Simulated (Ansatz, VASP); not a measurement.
# One calculation of In, two programs

```
CELL_PARAMETERS angstrom
-1.65735 1.65735 2.52222
1.65735 -1.65735 2.52222
1.65735 1.65735 -2.52222
ATOMIC_POSITIONS crystal
In 0.00000 0.00000 0.00000
```

Change from the starting cell: volume scaled by 1.06.

Alike in both runs: task single point; functional PBEsol; k mesh 11 × 11 × 11; occupations fermi-dirac, width 0.05 eV; no spin polarisation.

```csv
,VASP,Ansatz
version,VASP 6.6.1,Ansatz 0.2.0
potentials or method,"VASP PAW PBE potentials, release 64 (In_d), cutoff 520 eV","all-electron LAPW, scalar-relativistic"
```

```tsv
	VASP	Ansatz	Ansatz less VASP
gap on the k mesh at the Fermi level (eV)	none	none	-
pressure (GPa)	-2.9	-2.9	+0.05
```

VASP's potentials were made for PBE, not for PBEsol. A gap of «none» marks a metal or a gap that the smearing closes. Ansatz ran all-electron here, and VASP with PAW potentials.
